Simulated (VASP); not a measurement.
# WC (Qusongite) (P-6m2) in VASP: further runs, part 2 of 3

VASP 6.6.1. Earlier steps stand in the parts before.

### 3 Single point, r2SCAN

This run uses another cell than the first one, of 9.60 Å³/atom, 1.028 times its volume.

The input, POSCAR:

```
WC
1.0
    2.8319412418      0.0000000000      0.0000000000
   -1.4159706209      2.4525332171      0.0000000000
    0.0000000000      0.0000000000      2.7638343460
W C
1 1
Direct
    0.0000000000      0.0000000000      0.0000000000
    0.6666666667      0.3333333333      0.5000000000
```

The input, INCAR.step1:

```
ALGO = Normal
EDIFF = 1E-4
ENCUT = 520
GGA = PE
ISMEAR = -1
LASPH = T
LCHARG = F
LREAL = F
LWAVE = T
NBANDS = 16
NELM = 80
PREC = Accurate
SIGMA = 0.05
```

The input, INCAR.step2:

```
ALGO = Normal
EDIFF = 1E-7
ENCUT = 520
ISIF = 2
ISMEAR = -1
ISTART = 1
LASPH = T
LCHARG = F
LMIXTAU = T
LREAL = F
LWAVE = F
METAGGA = R2SCAN
NBANDS = 16
NELM = 80
PREC = Accurate
SIGMA = 0.05
```

The input, KPOINTS:

```
k-points
0
Gamma
  11 11 10
```

Potentials or basis: VASP PAW PBE potentials, release 64 (W_sv, C).

Launch:

```sh
$ cat potpaw_PBE.64/W_sv/POTCAR potpaw_PBE.64/C/POTCAR > POTCAR
$ cp INCAR.step1 INCAR
$ mpirun -np 1 vasp_std > vasp.out
$ cp INCAR.step2 INCAR
$ mpirun -np 1 vasp_std > vasp.out
```

OUTCAR:

```text
EDIFF = 1E-7
   ENCUT = 520
   ISIF = 2
   ISMEAR = -1
   ISTART = 1
   LASPH = T
   LREAL = F
   METAGGA = R2SCAN
   NELM = 80
   PREC = Accurate

 ion  position               nearest neighbor table
   1  0.000  0.000  0.000-   2 2.14   2 2.14   2 2.14   2 2.14   2 2.14   2 2.14
   2  0.667  0.333  0.500-   1 2.14   1 2.14   1 2.14   1 2.14   1 2.14   1 2.14

  LATTYP: Found a hexagonal cell.
 ALAT       =     2.8319412418
 C/A-ratio  =     0.9759504559

  Lattice vectors:

 A1 = (   2.8319412418,   0.0000000000,   0.0000000000)
 A2 = (  -1.4159706209,   2.4525332171,   0.0000000000)
 A3 = (   0.0000000000,   0.0000000000,   2.7638343460)

Analysis of symmetry for initial positions (statically):
=====================================================================
 Subroutine PRICEL returns:
 Original cell was already a primitive cell.

 Routine SETGRP: Setting up the symmetry group for a
 hexagonal supercell.

 Subroutine GETGRP returns: Found 12 space group operations
 (whereof 12 operations were pure point group operations)
 out of a pool of 24 trial point group operations.

The static configuration has the point symmetry D_3h.

Analysis of symmetry for dynamics (positions and initial velocities):
=====================================================================
 Subroutine PRICEL returns:
 Original cell was already a primitive cell.

 Routine SETGRP: Setting up the symmetry group for a
 hexagonal supercell.

 Subroutine GETGRP returns: Found 12 space group operations
 (whereof 12 operations were pure point group operations)
 out of a pool of 24 trial point group operations.

The dynamic configuration has the point symmetry D_3h.

 Subroutine INISYM returns: Found 12 space group operations
 (whereof 12 operations are pure point group operations),
 and found     1 'primitive' translations

----------------------------------------------------------------------------------------

                                     Primitive cell

  volume of cell :      19.1960

  direct lattice vectors                    reciprocal lattice vectors
     2.831941242  0.000000000  0.000000000     0.353114671  0.203870837  0.000000000
    -1.415970621  2.452533217  0.000000000     0.000000000  0.407741674  0.000000000
     0.000000000  0.000000000  2.763834346     0.000000000  0.000000000  0.361816185

  length of vectors
     2.831941242  2.831941380  2.763834346     0.407741694  0.407741674  0.361816185

  position of ions in fractional coordinates (direct lattice)
     0.000000000  0.000000000  0.000000000
     0.666666667  0.333333333  0.500000000

  ion indices of the primitive-cell ions
   primitive index   ion index
                 1           1
                 2           2

----------------------------------------------------------------------------------------

 KPOINTS: k-points

Automatic generation of k-mesh.
 Grid dimensions read from file:
 generate k-points for:   11   11   10

 Generating k-lattice:

  Cartesian coordinates                     Fractional coordinates (reciprocal lattice)
     0.032101334  0.018533712  0.000000000     0.090909091  0.000000000  0.000000000
     0.000000000  0.037067425  0.000000000     0.000000000  0.090909091  0.000000000
     0.000000000  0.000000000  0.036181619     0.000000000  0.000000000  0.100000000

  Length of vectors
     0.037067427  0.037067425  0.036181619

  Shift w.r.t. Gamma in fractional coordinates (k-lattice)
     0.000000000  0.000000000  0.000000000

 Subroutine IBZKPT returns following result:
 ===========================================

 Found     96 irreducible k-points:

 Following reciprocal coordinates:
            Coordinates               Weight
  0.000000  0.000000  0.000000      1.000000
  0.090909 -0.000000  0.000000      6.000000
  0.181818 -0.000000  0.000000      6.000000
  0.272727  0.000000  0.000000      6.000000
  0.363636 -0.000000  0.000000      6.000000
  0.454545 -0.000000  0.000000      6.000000
[... 16 lines left out ...]
  0.090909  0.090909  0.100000     12.000000
  0.181818  0.090909  0.100000     24.000000
 [... further k-points ...]
   k-points           NKPTS =     96   k-points in BZ     NKDIM =     96   number of bands    NBANDS=     16
   number of dos      NEDOS =    301   number of ions     NIONS =      2
   total plane-waves  NPLWV =  13824
   dimension x,y,z NGX =    24 NGY =   24 NGZ =   24
   dimension x,y,z NGXF=    48 NGYF=   48 NGZF=   48
   ions per type =               1   1
   NGX,Y,Z   is equivalent  to a cutoff of  14.09, 14.09, 14.44 a.u.
   NGXF,Y,Z  is equivalent  to a cutoff of  28.18, 28.18, 28.87 a.u.
 SYSTEM =  unknown system
   PREC   = accura    normal or accurate (medium, high low for compatibility)
   ISTART =      1    job   : 0-new  1-cont  2-samecut
   ICHARG =      0    charge: 1-file 2-atom 10-const
   ISPIN  =      1    spin polarized calculation?
   LNONCOLLINEAR =      F non collinear calculations
   LSORBIT =      F    spin-orbit coupling
   LASPH  =      T    aspherical Exc in radial PAW
   ENCUT  =  520.0 eV  38.22 Ry    6.18 a.u.   5.27  5.27  5.14*2*pi/ulx,y,z
   NELM   =     80;   NELMIN=  2; NELMDL=  0     # of ELM steps
   EDIFF  = 0.1E-06   stopping-criterion for ELM
   LREAL  =      F    real-space projection
   EDIFFG = 0.1E-05   stopping-criterion for IOM
   NSW    =      0    number of steps for IOM
   IBRION =     -1    ionic relax: 0-MD 1-quasi-New 2-CG
   NFREE  =      0    steps in history (QN), initial steepest desc. (CG)
   ISIF   =      2    stress and relaxation
   ISYM   =      2    0-nonsym 1-usesym 2-fastsym
   POTIM  = 0.5000    time-step for ionic-motion
   TEBEG  =    0.0;   TEEND  =   0.0 temperature during run
   PSTRESS=    0.0 pullay stress
   NELECT =      18.0000    total number of electrons
   NUPDOWN=      -1.0000    fix difference up-down
   EMIN   =  10.00;   EMAX   =-10.00  energy-range for DOS
   EFERMI =   0.00;   METHOD = LEGACY
   ISMEAR =    -1;   SIGMA  =   0.05  broadening in eV -4-tet -1-fermi 0-gaus
   EFERMI_NEDOS =   21; number of points for ismear=-14 and -15
   IALGO  =     38    algorithm
   IMIX   =      4    mixing-type and parameters
     AMIX     =   0.40;   BMIX     =  1.00
     AMIX_MAG =   1.60;   BMIX_MAG =  1.00
  volume/ion in A,a.u.               =       9.60        64.77
  Fermi-wavevector in a.u.,A,eV,Ry     =   1.602367  3.028034 34.934040  2.567580
  Thomas-Fermi vector in A             =   2.699199
   LORBIT       =      0    0 simple, 1 ext, 2 COOP (PROOUT), +10 PAW based schemes
   METAGGA = R2SCAN    functional components
   LHFCALC =     F    Hartree Fock is set to
   AEXX    =    0.0000 exact exchange contribution
   IVDW    =     0    specifies the selected vdW correction
   LEPSILON=     F    determine dielectric tensor
   LRPA    =     F    only Hartree local field effects (RPA)
 non-spin polarized calculation
  energy-cutoff  :      520.00
  volume of cell :       19.20
 maximum number of plane-waves:       531
 NGX is ok and might be reduce to    24
   NGX = 11   NGY = 11   NGZ = 11

 number of electron      18.0000001 magnetization

 Free energy of the ion-electron system (eV)
  ---------------------------------------------------
  ext. energy  EPLUGINS =         0.00000000
  ---------------------------------------------------
  free energy    TOTEN  =       -61.40480420 eV

  energy without entropy =      -61.40285823  energy(sigma->0) =      -61.40383122

 E-fermi :  12.1994     XC(G=0): -15.4762

 val. band max:       12.1665949669   @ k =   0.4545   0.0909   0.5000
 cond. band min:      12.2191114203   @ k =   0.0000   0.0000   0.1000
 fundamental gap:      0.0525164534
 Fermi energy:        12.1994338369

 k-point     1 :       0.0000    0.0000    0.0000
  band No.  band energies     occupation
      1     -63.6745      2.00000
      2     -26.9734      2.00000
      3     -26.8331      2.00000
      4     -26.8331      2.00000
      5      -3.7496      2.00000
      6       7.1293      2.00000
[... 8 lines left out ...]
     15      28.2337      0.00000
     16      30.4536      0.00000

 k-point     2 :       0.0909   -0.0000    0.0000
  band No.  band energies     occupation
      1     -63.6671      2.00000
      2     -26.9608      2.00000
      3     -26.9298      2.00000
      4     -26.8545      2.00000
      5      -3.5020      2.00000
      6       7.1970      2.00000
[... 8 lines left out ...]
     15      27.6852      0.00000
     16      30.9773      0.00000
[... 387 lines left out ...]
      5      -2.7799      2.00000
      6       7.0230      2.00000
[... 8 lines left out ...]
     15      27.1639      0.00000
     16      31.3893      0.00000

 k-point    24 :       0.1818    0.0909    0.1000
  band No.  band energies     occupation
      1     -63.6242      2.00000
      2     -27.3582      2.00000
      3     -26.9979      2.00000
      4     -26.9697      2.00000
      5      -1.9898      2.00000
      6       6.1832      2.00000
[... 8 lines left out ...]
     15      27.0839      0.00000
     16      31.7115      0.00000

 [... further k-points ...]
[... 5 lines left out ...]
  --------------------------------------------------------------------------------------
  -------------------------------------------------------------------------------------
  Total        4.8549907      4.8549913      5.3698685     -0.0000000      0.0000000      0.0000000
  in kB      405.2171699    405.2172227    448.1909554     -0.0000000      0.0000000      0.0000000
  external PRESSURE =     419.5417827 kB  Pullay stress =       0.0000000 kB

 VOLUME and BASIS-vectors are now :
 -----------------------------------------------------------------------------
  energy-cutoff  :      520.00
  volume of cell :       19.20
      direct lattice vectors                 reciprocal lattice vectors
     2.831941242  0.000000000  0.000000000     0.353114671  0.203870837  0.000000000
    -1.415970621  2.452533217  0.000000000     0.000000000  0.407741674  0.000000000
     0.000000000  0.000000000  2.763834346     0.000000000  0.000000000  0.361816185

 POSITION                                       TOTAL-FORCE (eV/Angst)
 -----------------------------------------------------------------------------------
      0.00000      0.00000      0.00000        -0.000000      0.000000      0.000000
      1.41597      0.81751      1.38192         0.000000     -0.000000      0.000000
 -----------------------------------------------------------------------------------
    total drift:                               -0.000000      0.000001      0.000000

  FREE ENERGIE OF THE ION-ELECTRON SYSTEM (eV)
  ---------------------------------------------------
  free  energy   TOTEN  =       -61.4048042032 eV

  energy  without entropy=      -61.4028582319  energy(sigma->0) =      -61.40383122
```

OUTCAR.step1:

```text
EDIFF = 1E-4
   ENCUT = 520
   GGA = PE
   ISMEAR = -1
   LASPH = T
   LREAL = F
[... 676 lines left out ...]
 -----------------------------------------------------------------------------------
      0.00000      0.00000      0.00000        -0.000000      0.000000      0.000000
      1.41597      0.81751      1.38192         0.000000      0.000000      0.000000
 -----------------------------------------------------------------------------------
    total drift:                               -0.000000      0.000001      0.000000

  FREE ENERGIE OF THE ION-ELECTRON SYSTEM (eV)
  ---------------------------------------------------
  free  energy   TOTEN  =       -22.2039720453 eV

  energy  without entropy=      -22.2011161473  energy(sigma->0) =      -22.20254410
```

OSZICAR.step1:

```text
N       E                     dE             d eps       ncg     rms          rms(c)
DAV:   1     0.111493873775E+03    0.11149E+03   -0.94221E+03  3072   0.126E+03
DAV:   2    -0.220936523044E+02   -0.13359E+03   -0.12908E+03  3704   0.341E+02
DAV:   3    -0.252419302220E+02   -0.31483E+01   -0.31387E+01  3360   0.500E+01
DAV:   4    -0.252569767875E+02   -0.15047E-01   -0.15046E-01  4008   0.386E+00
DAV:   5    -0.252570767479E+02   -0.99960E-04   -0.99961E-04  3368   0.298E-01    0.380E+01
DAV:   6    -0.222633655517E+02    0.29937E+01   -0.53873E+00  3568   0.256E+01    0.112E+01
DAV:   7    -0.222302462401E+02    0.33119E-01   -0.36366E-01  3168   0.467E+00    0.730E+00
DAV:   8    -0.222051490177E+02    0.25097E-01   -0.38711E-02  3448   0.165E+00    0.125E+00
DAV:   9    -0.222039818005E+02    0.11672E-02   -0.26008E-03  3448   0.358E-01    0.979E-02
DAV:  10    -0.222039720453E+02    0.97552E-05   -0.25233E-04  3416   0.175E-01
   1 F= -.22203972E+02 E0= -.22202544E+02  d E =-.285590E-02
```

Run time: 2.3 min. Hardware: 1 thread of AMD EPYC 7R43 (Zen 3), shared host; peak memory 0.13 GiB.

The run converged, but its numbers aren't listed here, since they failed a check.

Caveat: the PAW data sets were made with another functional, which shifts forces and pressure a little; spin-orbit coupling is left out, which moves the levels of the heavy elements.

### 4 Single point, r2SCAN

This run uses another cell than the first one, of 9.86 Å³/atom, 1.056 times its volume.

The input, POSCAR:

```
WC
1.0
    2.8572277694      0.0000000000      0.0000000000
   -1.4286138847      2.4744319939      0.0000000000
    0.0000000000      0.0000000000      2.7885127441
W C
1 1
Direct
    0.0000000000      0.0000000000      0.0000000000
    0.6666666667      0.3333333333      0.5000000000
```

The input, INCAR.step1:

```
SYSTEM = WC
PREC = Accurate
ENCUT = 520
ISMEAR = -1
SIGMA = 0.05
LREAL = .FALSE.
LASPH = .TRUE.
NELM = 80
NBANDS = 16
GGA = PE
ALGO = Normal
EDIFF = 1E-4
LWAVE = .TRUE.
LCHARG = .FALSE.
```

The input, INCAR.step2:

```
SYSTEM = WC
PREC = Accurate
ENCUT = 520
EDIFF = 1E-6
ISMEAR = -1
SIGMA = 0.05
LREAL = .FALSE.
LASPH = .TRUE.
NELM = 80
ALGO = Normal
ISIF = 2
LWAVE = .FALSE.
LCHARG = .TRUE.
METAGGA = R2SCAN
LMIXTAU = .TRUE.
LELF = .TRUE.
LVHAR = .TRUE.
NBANDS = 16
ISTART = 1
```

The input, KPOINTS:

```
regular mesh
0
G
  11 11 10
  0 0 0
```

Potentials or basis: VASP PAW PBE potentials, release 64 (W_sv, C).

Launch:

```sh
$ cat potpaw_PBE.64/W_sv/POTCAR potpaw_PBE.64/C/POTCAR > POTCAR
$ cp INCAR.step1 INCAR
$ mpirun -np 1 vasp_std > vasp.out
$ cp INCAR.step2 INCAR
$ mpirun -np 1 vasp_std > vasp.out
```

OUTCAR:

```text
SYSTEM = WC
   PREC = Accurate
   ENCUT = 520
   EDIFF = 1E-6
   ISMEAR = -1
   LREAL = .FALSE.
   LASPH = .TRUE.
   NELM = 80
   ISIF = 2
   METAGGA = R2SCAN
   ISTART = 1

 ion  position               nearest neighbor table
   1  0.000  0.000  0.000-   2 2.16   2 2.16   2 2.16   2 2.16   2 2.16   2 2.16
   2  0.667  0.333  0.500-   1 2.16   1 2.16   1 2.16   1 2.16   1 2.16   1 2.16

  LATTYP: Found a hexagonal cell.
 ALAT       =     2.8572277694
 C/A-ratio  =     0.9759504559

  Lattice vectors:

[... 192 lines left out ...]
      6       6.9011      2.00000
[... 433 lines left out ...]
      3     -27.4548      2.00000
      4     -27.4280      2.00000
      5      -2.2362      2.00000
      6       5.9425      2.00000
[... 8 lines left out ...]
     15      26.5031      0.00000
     16      31.0027      0.00000

 [... further k-points ...]
[... 5 lines left out ...]
  --------------------------------------------------------------------------------------
  -------------------------------------------------------------------------------------
  Total        3.2837912      3.2837917      3.5593390      0.0000000      0.0000000      0.0000000
  in kB      266.8659134    266.8659481    289.2590273      0.0000000      0.0000000      0.0000000
  external PRESSURE =     274.3302963 kB  Pullay stress =       0.0000000 kB

 VOLUME and BASIS-vectors are now :
 -----------------------------------------------------------------------------
  energy-cutoff  :      520.00
  volume of cell :       19.71
      direct lattice vectors                 reciprocal lattice vectors
     2.857227769  0.000000000  0.000000000     0.349989599  0.202066576  0.000000000
    -1.428613885  2.474431994  0.000000000     0.000000000  0.404133152  0.000000000
     0.000000000  0.000000000  2.788512744     0.000000000  0.000000000  0.358614104

 POSITION                                       TOTAL-FORCE (eV/Angst)
 -----------------------------------------------------------------------------------
      0.00000      0.00000      0.00000        -0.000000      0.000000      0.000000
      1.42861      0.82481      1.39426         0.000000      0.000000      0.000000
 -----------------------------------------------------------------------------------
    total drift:                               -0.000000      0.000001      0.000000

  FREE ENERGIE OF THE ION-ELECTRON SYSTEM (eV)
  ---------------------------------------------------
  free  energy   TOTEN  =       -61.5169337562 eV

  energy  without entropy=      -61.5151866284  energy(sigma->0) =      -61.51606019
```

Wall time 1.9 min (1 thread of AMD EPYC 7R43 (Zen 3), shared host); peak memory 0.13 GiB.

What came out:

```yaml
Free_energy: -61.5169 eV
Pressure: 27.4 GPa
Band_gap_on_the_k_mesh: zero (band 9 reaches 12.38 eV, above the bottom of band 10 at 11.07 eV)
```

Stress tensor (GPa, compression positive):
```
26.69  0.00  0.00
 0.00 26.69  0.00
 0.00  0.00 28.93
```

Levels at points of the mesh, in eV from the Fermi level:
```tsv
k point	band 7	band 8	band 9	band 10	band 11	band 12
(0.00, 0.00, 0.00)	-3.77	-3.77	0.06	3.61	3.61	6.21
(0.00, 0.00, 0.50)	-2.30	-2.30	-0.70	-0.70	3.98	4.92
```

Caveat: the PAW data sets were made with another functional, which shifts forces and pressure a little; spin-orbit coupling is left out, which moves the levels of the heavy elements.

[end of part 2 of 3]
